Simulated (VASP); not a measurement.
Here is a VASP 6.6.1 calculation.

Contents of INCAR:

```
SYSTEM = Ga
PREC = Accurate
ENCUT = 520
EDIFF = 1E-7
ISMEAR = 0
SIGMA = 0.15
LREAL = .FALSE.
LASPH = .TRUE.
NELM = 80
ALGO = Fast
ISIF = 2
LWAVE = .FALSE.
LCHARG = .FALSE.
GGA = PS
NBANDS = 12
```

The input KPOINTS:

```
regular mesh
0
G
  24 24 24
  0 0 0
```

Contents of POSCAR:

```
Ga
1.0
   -1.4461200000      1.4461200000      2.2958700000
    1.4461200000     -1.4461200000      2.2958700000
    1.4461200000      1.4461200000     -2.2958700000
Ga
1
Direct
    0.0000000000      0.0000000000      0.0000000000
```

Potentials or basis: VASP PAW PBE potentials, release 64 (Ga_d).

Command:

```console
$ cat potpaw_PBE.64/Ga_d/POTCAR > POTCAR
$ mpirun -np 1 vasp_std > vasp.out
```

**Question.** What does it give for the band gap on the k mesh?

**Answer.** Zero (an odd number of electrons rules out a gap without spin polarisation).

**Question.** What does it give for the pressure?

**Answer.** -4.0 GPa.

Stress tensor (GPa, compression positive):
```
-3.92  0.00  0.00
 0.00 -3.92  0.00
 0.00  0.00 -4.11
```

Caveat: the cell differs from its parent crystal (strain +0.030 along x and y, +0.030 along z); the cell stands under tension; the PAW data sets were made with another functional, which shifts forces and pressure a little.
